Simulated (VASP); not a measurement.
# Ta2Si: single point with PBEsol

Ta2Si:

```xyz
12
Lattice="6.0140 0.0000 0.0000 0.0000 6.0140 0.0000 0.0000 0.0000 5.1454" Properties=species:S:1:pos:R:3 pbc="T T T"
Ta    2.0259    0.9811    2.5727
Ta    5.0329    2.0259    2.5727
Ta    0.9811    2.0259    0.0000
Ta    3.9881    0.9811    0.0000
Ta    5.0329    3.9881    0.0000
Ta    2.0259    5.0329    0.0000
Ta    3.9881    5.0329    2.5727
Ta    0.9811    3.9881    2.5727
Si    0.0000    0.0000    1.2864
Si    0.0000    0.0000    3.8591
Si    3.0070    3.0070    3.8591
Si    3.0070    3.0070    1.2864
```

This cell differs from its parent crystal: biaxial strain in the a-b plane: -2.0 %, then relaxed in part.

```json
{
 "Program": "VASP 6.6.1",
 "Task": "single point",
 "Functional": "PBEsol",
 "Potentials or basis": "VASP PAW PBE potentials, release 64 (Ta_pv, Si)",
 "Cutoff": "520 eV",
 "k mesh": "6 × 6 × 8",
 "Occupations": "gaussian, width 0.1 eV",
 "Spin": "no spin polarisation"
}
```

| Item | Value |
| --- | --- |
| Pressure | 5.4 GPa |
| Largest force | 0.007 eV/Å |
| Band gap on the k mesh | zero (bands 52 and 53 overlap by 0.35 eV) |

Forces in eV/Å, atoms in the order of the input:
```
Ta   0.005 -0.005  0.000
Ta   0.005  0.005  0.000
Ta  -0.005  0.005  0.000
Ta  -0.005 -0.005  0.000
Ta   0.005 -0.005  0.000
Ta   0.005  0.005  0.000
Ta  -0.005  0.005  0.000
Ta  -0.005 -0.005  0.000
Si   0.000  0.000  0.000
Si   0.000  0.000  0.000
Si   0.000  0.000  0.000
Si   0.000  0.000  0.000
```

Stress tensor (GPa, compression positive):
```
7.91 0.00 0.00
0.00 7.91 0.00
0.00 0.00 0.32
```

Levels at points of the mesh, in eV from the Fermi level:
| k point | band 49 | band 50 | band 51 | band 52 | band 53 | band 54 | band 55 | band 56 |
| --- | --- | --- | --- | --- | --- | --- | --- | --- |
| (0.00, 0.00, 0.00) | -0.86 | -0.86 | -0.16 | -0.09 | 0.30 | 0.37 | 0.78 | 0.78 |
| (0.50, 0.00, 0.00) | -0.35 | -0.35 | -0.22 | -0.22 | 0.49 | 0.49 | 0.51 | 0.51 |
| (0.50, 0.50, 0.00) | -0.34 | -0.34 | -0.03 | -0.03 | 0.27 | 0.27 | 0.77 | 0.77 |
| (0.00, 0.00, 0.50) | -1.00 | -1.00 | -0.84 | -0.84 | 0.64 | 0.64 | 0.64 | 0.64 |
| (0.50, 0.00, 0.50) | -0.97 | -0.97 | -0.97 | -0.97 | 0.69 | 0.69 | 0.69 | 0.69 |
| (0.50, 0.50, 0.50) | -1.02 | -1.02 | -1.02 | -1.02 | 0.84 | 0.84 | 0.84 | 0.84 |

Run time: 19 min on 1 thread of Oxide Virtual Turin-like Processor, with other jobs on the host, peak memory 0.53 GiB.

Caveat: the cell differs from its parent crystal (biaxial strain in the a-b plane: -2.0 %, then relaxed in part); the stress differs along the axes, from 0 to 8 GPa; the PAW data sets were made with another functional, which shifts forces and pressure a little; spin-orbit coupling is left out, which moves the levels of the heavy elements.
